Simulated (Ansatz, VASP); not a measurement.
**Nb: VASP beside Ansatz**

Contents of POSCAR:

```
Nb
1.0
    0.0000000000      2.1150000000      2.0515500000
    2.1150000000      0.0000000000      2.0515500000
    2.1150000000      2.1150000000      0.0000000000
Nb
1
Direct
    0.0000000000      0.0000000000      0.0000000000
```

Contents of INCAR.step1:

```
SYSTEM = Nb
PREC = Accurate ; ENCUT = 520
ISMEAR = 0 ; SIGMA = 0.15
LREAL = .FALSE. ; LASPH = .TRUE.
NELM = 100 ; NBANDS = 12
GGA = PE ; ALGO = Normal
EDIFF = 1E-4 ; LWAVE = .TRUE.
LCHARG = .FALSE.
```

File INCAR.step2:

```
SYSTEM = Nb
PREC = Accurate ; ENCUT = 520
EDIFF = 1E-7 ; ISMEAR = 0
SIGMA = 0.15 ; LREAL = .FALSE.
LASPH = .TRUE. ; NELM = 100
ALGO = Normal ; ISIF = 2
LWAVE = .FALSE. ; LCHARG = .FALSE.
METAGGA = R2SCAN ; LMIXTAU = .TRUE.
NBANDS = 12 ; ISTART = 1
```

KPOINTS

```
Automatic mesh
0
G
  20 20 20
  0 0 0
```

Input for Ansatz:

```yaml
crystal:
  lattice:
    - [0.0, 2.115, 2.05155]
    - [2.115, 0.0, 2.05155]
    - [2.115, 2.115, 0.0]
  atoms:
    - { symbol: Nb, position: [0.0, 0.0, 0.0] }
basis:
  ecutwfc: 500
kpoints:
  mp_grid: { grid: [20, 20, 20] }
hamiltonian:
  xc: r2scan
scf:
  occupations: { method: gaussian, width: 0.15 }
output:
  forces: true
  stress: true
  eigenvalues: true
```

Change from the starting cell: strain +0.000 along x and y, -0.030 along z, atoms carried along.

Alike in both runs: task single point; functional r2SCAN; k mesh 20 × 20 × 20; occupations gaussian, width 0.15 eV; no spin polarisation.

|  | VASP | Ansatz |
| --- | --- | --- |
| version | VASP 6.6.1 | Ansatz 0.2.0 |
| potentials or method | VASP PAW PBE potentials, release 64 (Nb_sv), cutoff 520 eV | scalar-relativistic, plane waves, PAW |
| valence electrons in the cell | 13 | 13 |

VASP gave:

```
gap on the k mesh at the Fermi level (eV)                     : none
pressure (GPa)                                                : 2.7
traceless stress, the component that is largest in VASP (GPa) : -6.04
```

**Question.** Which values does Ansatz return?

**Answer.** gap on the k mesh at the Fermi level (eV): none; pressure (GPa): 2.9; traceless stress, the component that is largest in VASP (GPa): -6.07.

VASP's potentials were made for PBE, not for r2SCAN. A gap of «none» marks a metal or a gap that the smearing closes. With one functional, cell and mesh, what is left measures potentials, basis and numerics.
